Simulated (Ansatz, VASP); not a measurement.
# Two plane-wave programs on Mo3H

Contents of INCAR:

```
PREC = Accurate
ENCUT = 520
EDIFF = 1E-6
ISMEAR = 0
SIGMA = 0.2
LREAL = F
LASPH = T
NELM = 80
ALGO = Normal
ISIF = 2
LWAVE = F
LCHARG = T
GGA = PE
LELF = T
LVHAR = T
NBANDS = 53
```

KPOINTS

```
Automatic mesh
0
Gamma
  8 4 4
```

POSCAR

```
Mo3H
1.0
    1.4359967204     -2.4872192792      0.0000000000
   -4.3079901611     -2.4872192793      0.0000000000
    0.0000000000      0.0000000000     -7.0003031210
H Mo
2 6
Direct
    0.5000000000      0.5000000000      0.5000000000
    1.0000000000      1.0000000000      0.5000000000
    0.0000000000      0.6666666667      0.3271477113
    0.5000000000      0.1666666667      0.3271477113
    0.5000000000      0.8333333333      0.6728522887
    0.0000000000      0.3333333333      0.6728522887
    0.0000000000      1.0000000000      1.0000000000
    0.5000000000      0.5000000000      0.0000000000
```

Input for Ansatz:

```yaml
crystal:
  lattice:
    - [1.4359967204, -2.4872192792, 0.0]
    - [-4.3079901611, -2.4872192793, 0.0]
    - [0.0, 0.0, -7.000303121]
  atoms:
    - { symbol: H, position: [0.5, 0.5, 0.5] }
    - { symbol: H, position: [1.0, 1.0, 0.5] }
    - { symbol: Mo, position: [0.0, 0.6666666667, 0.3271477113] }
    - { symbol: Mo, position: [0.5, 0.1666666667, 0.3271477113] }
    - { symbol: Mo, position: [0.5, 0.8333333333, 0.6728522887] }
    - { symbol: Mo, position: [0.0, 0.3333333333, 0.6728522887] }
    - { symbol: Mo, position: [0.0, 1.0, 1.0] }
    - { symbol: Mo, position: [0.5, 0.5, 0.0] }
basis:
  ecutwfc: 420
kpoints:
  mp_grid: { grid: [8, 4, 4] }
hamiltonian:
  xc: pbe
scf:
  occupations: { method: gaussian, width: 0.2 }
  lower_state_search: "off"
output:
  forces: true
  stress: true
  eigenvalues: true
```

Alike in both runs: task single point; functional PBE; k mesh 8 × 4 × 4; occupations gaussian, width 0.2 eV; no spin polarisation.

|  | VASP | Ansatz |
| --- | --- | --- |
| version | VASP 6.6.1 | Ansatz 0.2.0 |
| potentials or method | VASP PAW PBE potentials, release 64 (H, Mo_sv), cutoff 520 eV | scalar-relativistic, plane waves, PAW |
| valence electrons in the cell | 86 | 86 |

Ansatz gave:

| Quantity | Value |
| --- | --- |
| gap on the k mesh at the Fermi level (eV) | none |
| pressure (GPa) | -0.1 |
| traceless stress, the component that is largest in VASP (GPa) | -0.59 |
| rms of the force components (eV/Å) | 0.012 |

Question: Which values does VASP return?

Answer: gap on the k mesh at the Fermi level (eV): none; pressure (GPa): 0.4; traceless stress, the component that is largest in VASP (GPa): -0.59; rms of the force components (eV/Å): 0.014.

Atom by atom the forces differ by 0.002 eV/Å (rms over components). A gap of «none» marks a metal or a gap that the smearing closes. The functional is the same, so the differences come from potentials, cutoffs and numerics.
